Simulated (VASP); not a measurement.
Set up this calculation in VASP 6.6.1, as the native input.

```yaml
Task: single point
Functional: PBE
Potentials_or_basis: VASP PAW PBE potentials, release 64 (Mo_sv, S)
Cutoff: 500 eV
k_mesh: 16 × 16 × 4
Occupations: fermi-dirac, width 0.02 eV
Spin: collinear spin
Starting_moments: "[2.0, 2.0, 0.0, 0.0, 0.0, 0.0] μB"
Dipole_correction: no
Further_INCAR_settings: ALGO = Normal; EDIFF = 1e-06; NBANDS = 39
```

The structure of MoS2 lies in POSCAR:

```
MoS2
1.0
    3.1400000000      0.0000000000      0.0000000000
   -1.5700000000      2.7193197679      0.0000000000
    0.0000000000      0.0000000000     12.5300000000
Mo S
2 4
Direct
    0.3333333333      0.6666666667      0.2500000000
    0.6666666667      0.3333333333      0.7500000000
    0.3333333333      0.6666666667      0.6244606484
    0.6666666667      0.3333333333      0.1244606484
    0.3333333333      0.6666666667      0.8755393516
    0.6666666667      0.3333333333      0.3755393516
```

These files were run (other wordings do the same):

INCAR

```
SYSTEM = MoS2
PREC = Accurate
ENCUT = 500
EDIFF = 1E-6
ISMEAR = -1
SIGMA = 0.02
LREAL = .False.
LASPH = .True.
NELM = 200
ALGO = Normal
ISIF = 2
LWAVE = .False.
LCHARG = .False.
ISPIN = 2
MAGMOM = 2 2 0 0 0 0
LORBIT = 11
LMAXMIX = 4
GGA = PE
NBANDS = 39
GGA_COMPAT = .False.
```

KPOINTS

```
Automatic mesh
0
Gamma
  16 16 4
  0 0 0
```

Potentials or basis: VASP PAW PBE potentials, release 64 (Mo_sv, S).

Command:

```console
$ cat potpaw_PBE.64/Mo_sv/POTCAR potpaw_PBE.64/S/POTCAR > POTCAR
$ mpirun -np 1 vasp_std > vasp.out
```

Results of the run:

| Item | Value |
| --- | --- |
| Pressure | 3.6 GPa |
| Largest force | 0.013 eV/Å |
| Band gap on the k mesh | 1.01 eV (least direct gap 1.85 eV) |
| Net moment | 0.00 μB per cell |
| Valence electrons inside the program's atomic spheres | Mo 12.48; S 3.71 |

Caveat: the cell stands under pressure; this functional lacks dispersion, which binds layers or chains, so the pressure and a relaxed spacing across them are unreliable.

It took 12 min on 1 thread of Intel(R) Xeon(R) Platinum 8488C (Sapphire Rapids), with other jobs on the host, peak memory 0.6 GiB.
